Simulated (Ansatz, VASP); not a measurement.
**BaTiO3 in VASP and in Ansatz**

```
CELL_PARAMETERS angstrom
3.93232 0.00000 0.00000
0.00000 3.93232 0.00000
0.00000 0.00000 4.17925
ATOMIC_POSITIONS crystal
Ba 0.50000 0.50000 0.58841
Ti 0.00000 0.00000 0.10739
O 0.00000 0.50000 0.06132
O 0.50000 0.00000 0.06132
O 0.00000 0.00000 0.54157
```

Change from the starting cell: epitaxial_xy strain -1.0%.

Alike in both runs: task single point; functional r2SCAN; k mesh 6 × 6 × 6; non-collinear spin, spin-orbit coupling.

```csv
,VASP,Ansatz
version,VASP 6.6.1,Ansatz 0.2.0
potentials or method,"VASP PAW PBE potentials, release 64 (Ba_sv, Ti_sv, O)","plane waves, PAW"
plane-wave cutoff (eV),520,500
occupations,"gaussian, width 0.01 eV",fixed
valence electrons in the cell,40,40
```

Ansatz gave:

* pressure (GPa): 1.9
* traceless stress, the component that is largest in VASP (GPa): -1.91
* rms of the force components (eV/Å): 0.000

Estimate VASP's values.

pressure (GPa): 3.9; traceless stress, the component that is largest in VASP (GPa): -1.88; rms of the force components (eV/Å): 0.063.

VASP's potentials were made for PBE, not for r2SCAN. Atom by atom the forces differ by 0.063 eV/Å (rms over components).
